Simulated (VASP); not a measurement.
# AlP: relaxation of cell and atoms with PBE

AlP:

```
Al P
1.0
     0.00000    2.72550    2.72550
     2.72550    0.00000    2.72550
     2.72550    2.72550    0.00000
Al P
1 1
Direct
  0.00000 0.00000 0.00000
  0.25000 0.25000 0.25000
```

```json
{"Program": "VASP 6.6.1", "Task": "relaxation of cell and atoms", "Functional": "PBE", "Potentials or basis": "VASP PAW PBE potentials, release 64 (Al, P)", "Cutoff": "500 eV", "k mesh": "6 × 6 × 6", "Occupations": "gaussian, width 0.01 eV", "Spin": "no spin polarisation", "Target pressure": "6 GPa", "Dipole correction": "no", "Further INCAR settings": "ALGO = Normal; EDIFF = 1e-07; IBRION = 2; EDIFFG = -0.02; NSW = 50; ISIF = 3"}
```

```
Relaxed volume                                         : 19.59 Å³/atom
Relaxed cell                                           : a = 3.812 Å, b = 3.812 Å, c = 3.812 Å, α = 60.00°, β = 60.00°, γ = 60.00°
Space group after relaxing (to 0.05 Å)                 : F-43m (No. 216)
Energy change on relaxing (the enthalpy is what falls) : +17.6 meV/atom
Ionic steps                                            : 3
Pressure after relaxing                                : 6.0 GPa
Band gap on the k mesh                                 : 1.50 eV, indirect (least direct gap 3.63 eV)
```

The path:
```
step  energy change (eV)  largest force (eV/Å)  pressure (GPa)  volume (Å³)
   1              0.0000                0.0000            2.67        40.49
   2              0.0868                0.0000            9.19        38.08
   3              0.0353                0.0000            5.99        39.17
```

Final structure:
```yaml
crystal:
  lattice:
    - [0.00000, 2.69558, 2.69558]
    - [2.69558, 0.00000, 2.69558]
    - [2.69558, 2.69558, 0.00000]
  atoms:
    - { symbol: Al, position: [0.00000, 0.00000, 0.00000] }
    - { symbol: P, position: [0.25000, 0.25000, 0.25000] }
```

Levels at points of the mesh, in eV from the valence-band top:
```csv
k point,band 1,band 2,band 3,band 4,band 5,band 6,band 7,band 8
"(0.00, 0.00, 0.00)",-11.73,0.00,0.00,0.00,3.63,4.61,4.61,4.61
"(0.50, 0.00, 0.00)",-9.95,-5.70,-0.79,-0.79,2.96,4.82,4.82,8.38
"(0.50, 0.50, 0.00)",-9.25,-5.44,-2.18,-2.18,1.50,2.45,11.40,11.40
```

Run time: 8.5 s on 1 thread of Intel(R) Xeon(R) 6975P-C (Granite Rapids) (shared host), peak memory 0.15 GiB.

Caveat: the cell is relaxed towards a set pressure, so the enthalpy falls and the energy may rise. A k mesh can miss the band edges.
